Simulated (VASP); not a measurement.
Set up this calculation in VASP 6.6.1, as the native input.

```yaml
Task: single point
Functional: PBE
Potentials_or_basis: VASP PAW PBE potentials, release 64 (Cd, Se)
Cutoff: 520 eV
k_mesh: 4 × 4 × 2
Occupations: gaussian, width 0.2 eV
Spin: no spin polarisation
Dipole_correction: no
Further_INCAR_settings: ALGO = Normal; EDIFF = 1e-07; NBANDS = 36
```

The structure of Cd2Se5 lies in POSCAR:

```
Cd2Se5
1.0
    4.2750081407      0.0000000000      0.0000000000
   -2.1375040703      3.7022656512      0.0000000000
    0.0000000000      0.0000000000     12.4164384008
Cd Se
2 5
Direct
    0.3333333333      0.6666666667      0.0847107966
    0.6666666667      0.3333333333      0.9152892034
    0.6666666667      0.3333333333      0.1541278049
    0.3333333333      0.6666666667      0.8458721951
    0.3333333333      0.6666666667      0.3945136839
    0.6666666667      0.3333333333      0.6054863161
    0.0000000000      0.0000000000      0.5000000000
```

The input as run:

INCAR

```
ALGO = Normal
EDIFF = 1E-7
ENCUT = 520
GGA = PE
ISIF = 2
ISMEAR = 0
LASPH = True
LCHARG = False
LREAL = False
LWAVE = False
NBANDS = 36
NELM = 60
PREC = Accurate
SIGMA = 0.2
```

KPOINTS

```
k-points
0
Gamma
  4 4 2
```

Potentials or basis: VASP PAW PBE potentials, release 64 (Cd, Se).

Run with:

```sh
$ cat potpaw_PBE.64/Cd/POTCAR potpaw_PBE.64/Se/POTCAR > POTCAR
$ mpirun -np 1 vasp_std > vasp.out
```

Results of the run:

| Item | Value |
| --- | --- |
| Pressure | 0.2 GPa |
| Largest force | 0.035 eV/Å |
| Band gap on the k mesh | zero (band 27 reaches 1.31 eV, above the bottom of band 28 at 1.19 eV) |

Caveat: the k points lie up to 0.42 Å⁻¹ apart.

It took 95 s on 1 thread of AMD EPYC 7R43 64-Core Processor (Zen 3), on a shared host, peak memory 0.27 GiB.
